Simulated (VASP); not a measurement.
# HC4 in VASP: a series of runs

The runs below take HC4 through single point, with r2SCAN.

Program: VASP 6.6.1. These are calculated values, not measurements. Logs are shortened: lines on timing, memory, paths and dates and some standing lists are left out, and cuts for length are marked.

**1. The cell of the first run**

The cell holds a slab with vacuum, 20 atoms: a = 5.035 Å, b = 2.518 Å, c = 19.733 Å, α = 90.00°, β = 90.00°, γ = 90.00°.

**2. Single point, r2SCAN**

Input file POSCAR:

```
HC4
1.0
    5.0350011261      0.0000000000      0.0000000000
    0.0000000000      2.5175005631      0.0000000000
    0.0000000000      0.0000000000     19.7329018234
C H
16 4
Direct
    0.5000000000      0.5000000000      0.2357689632
    0.0000000000      0.5000000000      0.2357689632
    0.5000000000      0.0000000000      0.2808748918
    0.0000000000      0.0000000000      0.2808748918
    0.7500000000      0.0000000000      0.3259808203
    0.2500000000      0.0000000000      0.3259808203
    0.7500000000      0.5000000000      0.3710867489
    0.2500000000      0.5000000000      0.3710867489
   -0.0000188186      0.5000000000      0.4235657969
    0.4999951247      0.5000000000      0.4170211098
   -0.0000218971      0.0000000000      0.4741776415
    0.4999840577      0.0000000000      0.4621983864
    0.2698466988      0.0000000000      0.5182550112
    0.7300990963      0.0000000000      0.5182587289
    0.3618022922      0.5000000000      0.5573122647
    0.6381190519      0.5000000000      0.5573122647
    0.6429144453      0.5000000000      0.1982508924
    0.3570855547      0.5000000000      0.1982508924
    0.1423584706      0.5000000000      0.1980631397
   -0.1423584706      0.5000000000      0.1980631397
```

Input file INCAR.step1:

```
PREC = Accurate
ENCUT = 520
ISMEAR = 0
SIGMA = 0.05
LREAL = Auto
LASPH = True
NELM = 60
LDIPOL = True
IDIPOL = 3
DIPOL = 0.5 0.5 0.357
NBANDS = 50
GGA = PE
ALGO = Normal
EDIFF = 1E-4
LWAVE = True
LCHARG = False
```

Input file INCAR.step2:

```
PREC = Accurate
ENCUT = 520
EDIFF = 1E-6
ISMEAR = 0
SIGMA = 0.05
LREAL = Auto
LASPH = True
NELM = 60
ALGO = Normal
ISIF = 2
LWAVE = False
LCHARG = True
LDIPOL = True
IDIPOL = 3
DIPOL = 0.5 0.5 0.357
METAGGA = R2SCAN
LMIXTAU = True
LELF = True
LVHAR = True
LVACPOTAV = True
NBANDS = 50
ISTART = 1
```

Input file KPOINTS:

```
regular mesh
0
Gamma
  5 10 1
```

Potentials or basis: VASP PAW PBE potentials, release 64 (C, H).

The run is started by

```
> cat potpaw_PBE.64/C/POTCAR potpaw_PBE.64/H/POTCAR > POTCAR
> cp INCAR.step1 INCAR
> mpirun -np 1 vasp_std > vasp.out
> cp INCAR.step2 INCAR
> mpirun -np 1 vasp_std > vasp.out
```

OUTCAR:

```text
PREC = Accurate
   ENCUT = 520
   EDIFF = 1E-6
   ISMEAR = 0
   LREAL = Auto
   LASPH = True
   NELM = 60
   ISIF = 2
   METAGGA = R2SCAN
   ISTART = 1

 ion  position               nearest neighbor table
   1  0.500  0.500  0.236-  17 1.03  18 1.03   3 1.54   3 1.54
   2  0.000  0.500  0.236-  19 1.03  20 1.03   4 1.54   4 1.54
   3  0.500  0.000  0.281-   5 1.54   6 1.54   1 1.54   1 1.54
   4  0.000  0.000  0.281-   5 1.54   6 1.54   2 1.54   2 1.54
   5  0.750  0.000  0.326-   3 1.54   4 1.54   7 1.54   7 1.54
   6  0.250  0.000  0.326-   3 1.54   4 1.54   8 1.54   8 1.54
   7  0.750  0.500  0.371-   5 1.54   5 1.54  10 1.55   9 1.63
   8  0.250  0.500  0.371-   6 1.54   6 1.54  10 1.55   9 1.63
   9  1.000  0.500  0.424-  11 1.61  11 1.61   7 1.63   8 1.63
  10  0.500  0.500  0.417-  12 1.54  12 1.54   8 1.55   7 1.55
  11  1.000  0.000  0.474-   9 1.61   9 1.61  13 1.61  14 1.61
  12  0.500  0.000  0.462-  10 1.54  10 1.54  14 1.60  13 1.60
  13  0.270  0.000  0.518-  15 1.55  15 1.55  12 1.60  11 1.61
  14  0.730  0.000  0.518-  16 1.55  16 1.55  12 1.60  11 1.61
  15  0.362  0.500  0.557-  16 1.39  13 1.55  13 1.55
  16  0.638  0.500  0.557-  15 1.39  14 1.55  14 1.55
  17  0.643  0.500  0.198-   1 1.03
  18  0.357  0.500  0.198-   1 1.03
  19  0.142  0.500  0.198-   2 1.03
  20  0.858  0.500  0.198-   2 1.03

  LATTYP: Found a simple orthorhombic cell.
 ALAT       =     2.5175005631
 B/A-ratio  =     2.0000000000
 C/A-ratio  =     7.8382909274

  Lattice vectors:

 A1 = (   0.0000000000,  -2.5175005631,   0.0000000000)
 A2 = (   5.0350011261,   0.0000000000,   0.0000000000)
 A3 = (   0.0000000000,   0.0000000000,  19.7329018234)

Analysis of symmetry for initial positions (statically):
=====================================================================
 Subroutine PRICEL returns:
 Original cell was already a primitive cell.

 Routine SETGRP: Setting up the symmetry group for a
 simple orthorhombic supercell.

 Subroutine GETGRP returns: Found  2 space group operations
 (whereof  2 operations were pure point group operations)
 out of a pool of  8 trial point group operations.

The static configuration has the point symmetry C_1h.

Analysis of symmetry for dynamics (positions and initial velocities):
=====================================================================
 Subroutine PRICEL returns:
 Original cell was already a primitive cell.

 Routine SETGRP: Setting up the symmetry group for a
 simple orthorhombic supercell.

 Subroutine GETGRP returns: Found  2 space group operations
 (whereof  2 operations were pure point group operations)
 out of a pool of  8 trial point group operations.

The dynamic configuration has the point symmetry C_1h.

 Subroutine INISYM returns: Found  2 space group operations
 (whereof  2 operations are pure point group operations),
 and found     1 'primitive' translations

----------------------------------------------------------------------------------------

                                     Primitive cell

  volume of cell :     250.1267

  direct lattice vectors                    reciprocal lattice vectors
     5.035001126  0.000000000  0.000000000     0.198609687  0.000000000  0.000000000
     0.000000000  2.517500563  0.000000000     0.000000000  0.397219375  0.000000000
     0.000000000  0.000000000 19.732901823     0.000000000  0.000000000  0.050676784

  length of vectors
     5.035001126  2.517500563 19.732901823     0.198609687  0.397219375  0.050676784

  position of ions in fractional coordinates (direct lattice)
     0.500000000  0.500000000  0.235768963
     0.000000000  0.500000000  0.235768963
     0.500000000  0.000000000  0.280874892
     0.000000000  0.000000000  0.280874892
     0.750000000  0.000000000  0.325980820
     0.250000000  0.000000000  0.325980820
[... 12 lines left out ...]
     0.142358471  0.500000000  0.198063140
     0.857641529  0.500000000  0.198063140

  ion indices of the primitive-cell ions
   primitive index   ion index
                 1           1
                 2           2
                 3           3
                 4           4
                 5           5
                 6           6
[... 12 lines left out ...]
                19          19
                20          20

----------------------------------------------------------------------------------------

 KPOINTS: regular mesh

Automatic generation of k-mesh.
 Grid dimensions read from file:
 generate k-points for:    5   10    1

 Generating k-lattice:

  Cartesian coordinates                     Fractional coordinates (reciprocal lattice)
     0.039721937  0.000000000  0.000000000     0.200000000  0.000000000  0.000000000
     0.000000000  0.039721937  0.000000000     0.000000000  0.100000000  0.000000000
     0.000000000  0.000000000  0.050676784     0.000000000  0.000000000  1.000000000

  Length of vectors
     0.039721937  0.039721937  0.050676784

  Shift w.r.t. Gamma in fractional coordinates (k-lattice)
     0.000000000  0.000000000  0.000000000

 Subroutine IBZKPT returns following result:
 ===========================================

 Found     18 irreducible k-points:

 Following reciprocal coordinates:
            Coordinates               Weight
  0.000000  0.000000  0.000000      1.000000
  0.200000  0.000000  0.000000      2.000000
  0.400000  0.000000  0.000000      2.000000
  0.000000  0.100000  0.000000      2.000000
  0.200000  0.100000  0.000000      4.000000
  0.400000  0.100000  0.000000      4.000000
[... 10 lines left out ...]
  0.200000  0.500000  0.000000      2.000000
  0.400000  0.500000  0.000000      2.000000
   k-points           NKPTS =     18   k-points in BZ     NKDIM =     18   number of bands    NBANDS=     50
   number of dos      NEDOS =    301   number of ions     NIONS =     20
   total plane-waves  NPLWV = 120000
   dimension x,y,z NGX =    40 NGY =   20 NGZ =  150
   dimension x,y,z NGXF=    80 NGYF=   40 NGZF=  300
   ions per type =              16   4
   NGX,Y,Z   is equivalent  to a cutoff of  13.21, 13.21, 12.64 a.u.
   NGXF,Y,Z  is equivalent  to a cutoff of  26.41, 26.41, 25.27 a.u.
 SYSTEM =  unknown system
   PREC   = accura    normal or accurate (medium, high low for compatibility)
   ISTART =      1    job   : 0-new  1-cont  2-samecut
   ICHARG =      0    charge: 1-file 2-atom 10-const
   ISPIN  =      1    spin polarized calculation?
   LNONCOLLINEAR =      F non collinear calculations
   LSORBIT =      F    spin-orbit coupling
   LASPH  =      T    aspherical Exc in radial PAW
   ENCUT  =  520.0 eV  38.22 Ry    6.18 a.u.   9.36  4.68 36.69*2*pi/ulx,y,z
   NELM   =     60;   NELMIN=  2; NELMDL=  0     # of ELM steps
   EDIFF  = 0.1E-05   stopping-criterion for ELM
   LREAL  =      T    real-space projection
   EDIFFG = 0.1E-04   stopping-criterion for IOM
   NSW    =      0    number of steps for IOM
   IBRION =     -1    ionic relax: 0-MD 1-quasi-New 2-CG
   NFREE  =      0    steps in history (QN), initial steepest desc. (CG)
   ISIF   =      2    stress and relaxation
   ISYM   =      2    0-nonsym 1-usesym 2-fastsym
   POTIM  = 0.5000    time-step for ionic-motion
   TEBEG  =    0.0;   TEEND  =   0.0 temperature during run
   PSTRESS=    0.0 pullay stress
   NELECT =      68.0000    total number of electrons
   NUPDOWN=      -1.0000    fix difference up-down
   EMIN   =  10.00;   EMAX   =-10.00  energy-range for DOS
   EFERMI =   0.00;   METHOD = LEGACY
   ISMEAR =     0;   SIGMA  =   0.05  broadening in eV -4-tet -1-fermi 0-gaus
   EFERMI_NEDOS =   21; number of points for ismear=-14 and -15
   IALGO  =     38    algorithm
   IMIX   =      4    mixing-type and parameters
     AMIX     =   0.40;   BMIX     =  1.00
     AMIX_MAG =   1.60;   BMIX_MAG =  1.00
  volume/ion in A,a.u.               =      12.51        84.40
  Fermi-wavevector in a.u.,A,eV,Ry     =   1.060534  2.004118 15.302901  1.124732
  Thomas-Fermi vector in A             =   2.195918
   LORBIT       =      0    0 simple, 1 ext, 2 COOP (PROOUT), +10 PAW based schemes
   METAGGA = R2SCAN    functional components
   LHFCALC =     F    Hartree Fock is set to
   AEXX    =    0.0000 exact exchange contribution
   IVDW    =     0    specifies the selected vdW correction
   LEPSILON=     F    determine dielectric tensor
   LRPA    =     F    only Hartree local field effects (RPA)
 non-spin polarized calculation
 Gauss-broadening in eV      SIGMA  =   0.05
  energy-cutoff  :      520.00
  volume of cell :      250.13
 maximum number of plane-waves:      6791
 NGX is ok and might be reduce to    40
   NGX = 19   NGY =  9   NGZ = 73

 number of electron      68.0000009 magnetization

 dipolmoment           0.000000      0.000000      0.277474 electrons x Angstroem

 Free energy of the ion-electron system (eV)
  ---------------------------------------------------
  ext. energy  EPLUGINS =         0.00000000
  ---------------------------------------------------
  free energy    TOTEN  =      -162.96401164 eV

  energy without entropy =     -162.96401164  energy(sigma->0) =     -162.96401164

 E-fermi :   1.6932     XC(G=0):  -6.4151

 val. band max:        1.4089680978   @ k =   0.0000   0.0000   0.0000
 cond. band min:       2.6183102311   @ k =   0.4000   0.5000   0.0000
 fundamental gap:      1.2093421334
 Fermi energy:         1.6931934966

 k-point     1 :       0.0000    0.0000    0.0000
  band No.  band energies     occupation
      1     -20.6582      2.00000
      2     -19.5781      2.00000
      3     -17.7674      2.00000
      4     -16.1322      2.00000
      5     -16.1115      2.00000
      6     -15.5474      2.00000
[... 38 lines left out ...]
     45       7.8776      0.00000
     46       7.8948      0.00000

 k-point     2 :       0.2000    0.0000    0.0000
  band No.  band energies     occupation
      1     -20.4752      2.00000
      2     -19.4468      2.00000
      3     -17.6580      2.00000
      4     -17.5948      2.00000
      5     -16.1826      2.00000
      6     -15.3770      2.00000
[... 776 lines left out ...]
 k-point    18 :       0.4000    0.5000    0.0000
  band No.  band energies     occupation
      1     -15.5453      2.00000
      2     -15.2936      2.00000
      3     -14.9551      2.00000
      4     -14.5725      2.00000
      5     -14.4143      2.00000
      6     -14.0488      2.00000
[... 38 lines left out ...]
     45       9.3175      0.00000
     46       9.4214      0.00000
 [bands above 46 left out]

------------------------ aborting loop because EDIFF is reached ----------------------------------------

  FORCE on cell =-STRESS in cart. coord.  units (eV):
  Direction    XX          YY          ZZ          XY          YZ          ZX
  --------------------------------------------------------------------------------------
  -------------------------------------------------------------------------------------
  Total       25.9344580      2.7508798    -23.3942612      0.0000000      0.0000000      0.0055914
  in kB      166.1221928     17.6206571   -149.8510578      0.0000000      0.0000000      0.0358157
  external PRESSURE =      11.2972641 kB  Pullay stress =       0.0000000 kB

 VOLUME and BASIS-vectors are now :
 -----------------------------------------------------------------------------
  energy-cutoff  :      520.00
  volume of cell :      250.13
      direct lattice vectors                 reciprocal lattice vectors
     5.035001126  0.000000000  0.000000000     0.198609687  0.000000000  0.000000000
     0.000000000  2.517500563  0.000000000     0.000000000  0.397219375  0.000000000
     0.000000000  0.000000000 19.732901823     0.000000000  0.000000000  0.050676784

 POSITION                                       TOTAL-FORCE (eV/Angst)
 -----------------------------------------------------------------------------------
      2.51750      1.25875      4.65241         0.000082      0.000000      1.906468
      0.00000      1.25875      4.65241         0.000075      0.000000      1.821049
      2.51750      0.00000      5.54248         0.000160      0.000000     -1.598352
      0.00000      0.00000      5.54248         0.000125      0.000000     -1.715254
      3.77625      0.00000      6.43255         0.521685      0.000000      0.477658
      1.25875      0.00000      6.43255        -0.521724      0.000000      0.477790
[... 12 lines left out ...]
      0.71678      1.25875      3.90836         0.059865      0.000000     -0.056802
      4.31823      1.25875      3.90836        -0.059630      0.000000     -0.056796
 -----------------------------------------------------------------------------------
    total drift:                               -0.002168      0.000000      0.022060

  FREE ENERGIE OF THE ION-ELECTRON SYSTEM (eV)
  ---------------------------------------------------
  free  energy   TOTEN  =      -162.9640116443 eV

  energy  without entropy=     -162.9640116443  energy(sigma->0) =     -162.96401164

 vacuum level on the upper side and lower side of the slab         7.261         3.300
```

Wall time 13 min (1 thread of AMD EPYC 9R45 (Zen 5), shared host); peak memory 0.4 GiB.

What came out:

```
Free energy            : -162.9640 eV
Largest force          : 2.590 eV/Å
Band gap on the k mesh : 1.21 eV (least direct gap 1.69 eV)
```

Forces in eV/Å, atoms in the order of the input:
```
C    0.000  0.000  1.906
C    0.000  0.000  1.821
C    0.000  0.000 -1.598
C    0.000  0.000 -1.715
C    0.522  0.000  0.478
C   -0.522  0.000  0.478
C    0.336  0.000  2.025
C   -0.338  0.000  2.025
C    0.001  0.000  0.002
C    0.000  0.000  0.004
C    0.000  0.000  0.009
C    0.000  0.000 -0.018
C   -0.040  0.000 -0.006
C    0.039  0.000 -0.006
C   -0.081  0.000 -2.589
C    0.082  0.000 -2.589
H    0.056  0.000 -0.056
H   -0.056  0.000 -0.056
H    0.060  0.000 -0.057
H   -0.060  0.000 -0.057
```

Levels at points of the mesh, in eV from the valence-band top:
| k point | band 32 | band 33 | band 34 | band 35 | band 36 | band 37 |
| --- | --- | --- | --- | --- | --- | --- |
| (0.00, 0.00, 0.00) | -1.19 | -0.70 | 0.00 | 1.69 | 2.09 | 3.41 |
| (0.00, 0.50, 0.00) | -1.92 | -1.86 | -0.88 | 1.23 | 4.56 | 4.75 |

Caveat: the PAW data sets were made with another functional, which shifts forces and pressure a little.

(Continued in part 2 of 2.)
